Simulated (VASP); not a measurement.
Crystal: TiTe2.

```
CELL_PARAMETERS angstrom
3.71797 0.00000 0.00000
-1.85899 3.21986 0.00000
0.00000 0.00000 6.32413
ATOMIC_POSITIONS crystal
Ti 0.00000 0.00000 0.00000
Te 0.33333 0.66667 0.27056
Te 0.66667 0.33333 0.72944
```

| Quantity | Value |
| --- | --- |
| Program | VASP 6.6.1 |
| Task | relaxation of cell and atoms |
| Functional | r2SCAN |
| Dispersion | rVV10 |
| Potentials or basis | VASP PAW PBE potentials, release 64 (Ti_sv, Te) |
| Cutoff | 600 eV |
| k mesh | 12 × 12 × 4 |
| Occupations | fermi-dirac, width 0.02 eV |
| Spin | no spin polarisation |

At the start: pressure 2.9 GPa; volume 25.24 Å³/atom.

How do energy, volume and symmetry change on relaxing?

Over 10 steps the energy falls by 20.4 meV/atom and the volume is 27.36 Å³/atom (+8.4 %); space group P-3m1 (No. 164, to 0.1 Å) before and after.

The path:
```
step  energy change (eV)  largest force (eV/Å)  pressure (GPa)  volume (Å³)
   1              0.0000                0.1308            2.94        75.71
   2             -0.0243                0.5704           -1.54        80.89
   3             -0.0314                0.4330           -0.20        79.16
   4             -0.0457                0.2662           -0.07        79.82
   5             -0.0534                0.0295            0.17        80.85
   6             -0.0572                0.0392           -0.10        81.50
   7             -0.0595                0.0549           -0.44        82.41
   8             -0.0599                0.0933            0.54        81.63
   9             -0.0608                0.0256            0.09        81.98
  10             -0.0611                0.0027            0.02        82.07
```

Final structure:
```
Ti Te
1.0
     3.79832    0.00000    0.00000
    -1.89916    3.28944    0.00000
     0.00000    0.00000    6.56846
Ti Te
1 2
Cartesian
  -1.8992 3.2894 6.5685
  0.0000 2.1930 1.6905
  1.8992 1.0965 4.8780
```

Caveat: the PAW data sets were made with another functional, which shifts forces and pressure a little.
